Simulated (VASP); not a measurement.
Set up this calculation in VASP 6.6.1, as the native input.

| Item | Value |
| --- | --- |
| Task | relaxation of cell and atoms |
| Functional | PBEsol |
| Potentials or basis | VASP PAW PBE potentials, release 64 (Ta_pv, N) |
| Cutoff | 600 eV |
| k mesh | 12 × 12 × 12 |
| Occupations | tetrahedron |
| Spin | no spin polarisation |
| Dipole correction | no |
| Further INCAR settings | ALGO = Normal; EDIFF = 1e-07; IBRION = 2; EDIFFG = -0.002; NSW = 100; ISIF = 3 |

The structure of TaN lies in POSCAR:

```
TaN
1.0
    2.9380000000      0.0000000000      0.0000000000
   -1.4690000000      2.5443826363      0.0000000000
    0.0000000000      0.0000000000      2.8830000000
Ta N
1 1
Direct
    0.0000000000      0.0000000000      0.5000000000
    0.6666666667      0.3333333333      0.0000000000
```

The input as run:

INCAR

```
ALGO     = Normal         # electronic algorithm
EDIFF    = 1E-7           # SCF threshold, eV
EDIFFG   = -0.002         # ionic threshold
ENCUT    = 600            # plane-wave cutoff, eV
GGA      = PS             # functional
IBRION   = 2              # ionic algorithm
ISIF     = 3              # what is computed and relaxed
ISMEAR   = -4             # smearing method
LASPH    = T              # aspherical terms in the spheres
LCHARG   = F              # write CHGCAR
LREAL    = F              # projectors in reciprocal space
LWAVE    = F              # write WAVECAR
NELM     = 100            # most SCF steps
NSW      = 100            # ionic steps
PREC     = Accurate       # precision mode
SIGMA    = 0.1            # smearing width, eV
```

KPOINTS

```
k-points
0
Gamma
  12 12 12
```

Potentials or basis: VASP PAW PBE potentials, release 64 (Ta_pv, N).

Run with:

```console
$ cat potpaw_PBE.64/Ta_pv/POTCAR potpaw_PBE.64/N/POTCAR > POTCAR
$ mpirun -np 1 vasp_std > vasp.out
```

Results of the run:

| Quantity | Value |
| --- | --- |
| Relaxed volume | 10.65 Å³/atom |
| Relaxed cell | a = 2.926 Å, b = 2.926 Å, c = 2.873 Å, α = 90.00°, β = 90.00°, γ = 120.00° |
| Space group after relaxing (to 0.05 Å) | P-6m2 (No. 187) |
| Energy gained by relaxing | 1.7 meV/atom |
| Ionic steps | 11 |
| Pressure after relaxing | 0.0 GPa |
| Band gap on the k mesh | zero (band 8 reaches 8.42 eV, above the bottom of band 9 at 8.11 eV) |

Caveat: the PAW data sets were made with another functional, which shifts forces and pressure a little; spin-orbit coupling is left out, which moves the levels of the heavy elements.

Run time: 100 s on 1 thread of Intel(R) Xeon(R) Platinum 8488C (Sapphire Rapids), with other jobs on the host, peak memory 0.19 GiB.
